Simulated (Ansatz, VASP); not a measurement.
Two plane-wave programs on ZnO

```xyz
8
Lattice="5.5176 0.0000 0.0000 0.0000 5.5176 0.0000 0.0000 0.0000 3.2588" Properties=species:S:1:pos:R:3 pbc="T T T"
Zn    1.0040    1.0040    1.6294
Zn    4.5135    4.5135    1.6294
Zn    3.7628    1.7547    0.0000
Zn    1.7547    3.7628    0.0000
O     4.5092    1.0084    1.6294
O     1.0084    4.5092    1.6294
O     3.7671    3.7671    0.0000
O     1.7504    1.7504    0.0000
```

Alike in both runs: task relaxation of cell and atoms; functional PBE; k mesh 2 × 2 × 4; occupations gaussian, width 0.02 eV; no spin polarisation.

|  | VASP | Ansatz |
| --- | --- | --- |
| version | VASP 6.6.1 | Ansatz 0.2.0 |
| potentials or method | VASP PAW PBE potentials, release 64 (Zn, O), cutoff 600 eV | scalar-relativistic, plane waves, PAW |
| valence electrons in the cell | 72 | 72 |

Ansatz gave:

| Item | Value |
| --- | --- |
| gap on the k mesh at the Fermi level, each at its own relaxed structure (eV) | 0.75 |
| relaxed volume (Å³/atom) | 12.89 |
| relaxed cell length with the largest relative difference (Å) | 3.280 |

Task: Which values does VASP return?

Result: gap on the k mesh at the Fermi level, each at its own relaxed structure (eV): 0.74; relaxed volume (Å³/atom): 12.96; relaxed cell length with the largest relative difference (Å): 3.289.

The k mesh is coarse, so the values compare programs but aren't converged.
